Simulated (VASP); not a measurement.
Crystal: Ca.

```xyz
3
Lattice="-2.6049 2.6049 5.5573 2.6049 -2.6049 5.5573 2.6049 2.6049 -5.5573" Properties=species:S:1:pos:R:3 pbc="T T T"
Ca    0.0000    2.6049    2.7787
Ca    2.6049    0.0000    2.7787
Ca    0.0000    0.0000    5.5573
```

This cell differs from its parent crystal: atoms taken out.

* Program: VASP 6.6.1
* Task: relaxation of cell and atoms
* Functional: PBE
* Potentials or basis: VASP PAW PBE potentials, release 64 (Ca_sv)
* Cutoff: 600 eV
* k mesh: 6 × 6 × 6
* Occupations: gaussian, width 0.1 eV
* Spin: no spin polarisation

At the start: pressure 0.2 GPa; volume 50.28 Å³/atom.

Question: Where does the relaxation end?

Answer: Over 7 steps the energy falls by 19.1 meV/atom and the volume is 50.35 Å³/atom (+0.1 %); space group I4/mmm (No. 139, to 0.1 Å) before and after.

Step by step:
| step | energy change (eV) | largest force (eV/Å) | pressure (GPa) | volume (Å³) |
| --- | --- | --- | --- | --- |
| 1 | 0.0000 | 0.0000 | 0.20 | 150.84 |
| 2 | -0.0165 | 0.0000 | 0.05 | 152.17 |
| 3 | -0.0453 | 0.0000 | -0.33 | 155.97 |
| 4 | -0.0470 | 0.0000 | -0.43 | 157.13 |
| 5 | -0.0560 | 0.0000 | -0.16 | 152.76 |
| 6 | -0.0561 | 0.0000 | -0.13 | 152.25 |
| 7 | -0.0573 | 0.0000 | -0.02 | 151.05 |

Final structure:
```cif
data_structure
_symmetry_space_group_name_H-M 'P 1'
_symmetry_Int_Tables_number 1
_cell_length_a 6.9782
_cell_length_b 6.9782
_cell_length_c 6.9782
_cell_angle_alpha 137.899
_cell_angle_beta 137.899
_cell_angle_gamma 61.058
_cell_volume 151.05
loop_
_atom_site_label
_atom_site_type_symbol
_atom_site_fract_x
_atom_site_fract_y
_atom_site_fract_z
_atom_site_occupancy
Ca1 Ca 0.75000 0.25000 0.50000 1
Ca2 Ca 0.25000 0.75000 0.50000 1
Ca3 Ca 0.50000 0.50000 0.00000 1
```

Caveat: the cell differs from its parent crystal (atoms taken out).
